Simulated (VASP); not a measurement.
Set up this calculation in VASP 6.6.1, as the native input.

```yaml
Task: single point
Functional: PBEsol
Potentials_or_basis: VASP PAW PBE potentials, release 64 (H)
Cutoff: 520 eV
k_mesh: 10 × 10 × 10
Occupations: gaussian, width 0.02 eV
Spin: no spin polarisation
Dipole_correction: no
Further_INCAR_settings: ALGO = Normal; EDIFF = 1e-07; NBANDS = 8
```

The structure of H lies in POSCAR:

```
H
1.0
   -1.6915344700      1.6915344700      2.0584739900
    1.6915344700     -1.6915344700      2.0584739900
    1.6915344700      1.6915344700     -2.0584739900
H
2
Direct
    0.9098622900      0.9098622900      0.0000000000
    0.1056565581      0.0993900585      0.0049895525
```

This cell differs from its parent crystal: one atom moved.

One way to write it, as run:

INCAR

```
SYSTEM = H
ALGO = Normal ; EDIFF = 1E-7
ENCUT = 520 ; GGA = PS
ISIF = 2 ; ISMEAR = 0
LASPH = .TRUE. ; LCHARG = .FALSE.
LREAL = .FALSE. ; LWAVE = .FALSE.
NBANDS = 8 ; NELM = 60
PREC = Accurate ; SIGMA = 0.02
```

KPOINTS

```
k-points
0
G
  10 10 10
  0 0 0
```

Potentials or basis: VASP PAW PBE potentials, release 64 (H).

The run is started by

```bash
$ cat potpaw_PBE.64/H/POTCAR > POTCAR
$ mpirun -np 1 vasp_std > vasp.out
```

It gave:

```json
{
  "Pressure": "-1.3 GPa",
  "Largest force": "0.717 eV/Å",
  "Band gap on the k mesh": "8.23 eV, indirect (least direct gap 9.11 eV)"
}
```

Caveat: the cell differs from its parent crystal (one atom moved); the PAW data sets were made with another functional, which shifts forces and pressure a little.

Wall time 74 s on 1 thread of Intel(R) Xeon(R) Platinum 8375C CPU @ 2.90GHz (Ice Lake), with other jobs on the host, peak memory 0.18 GiB.
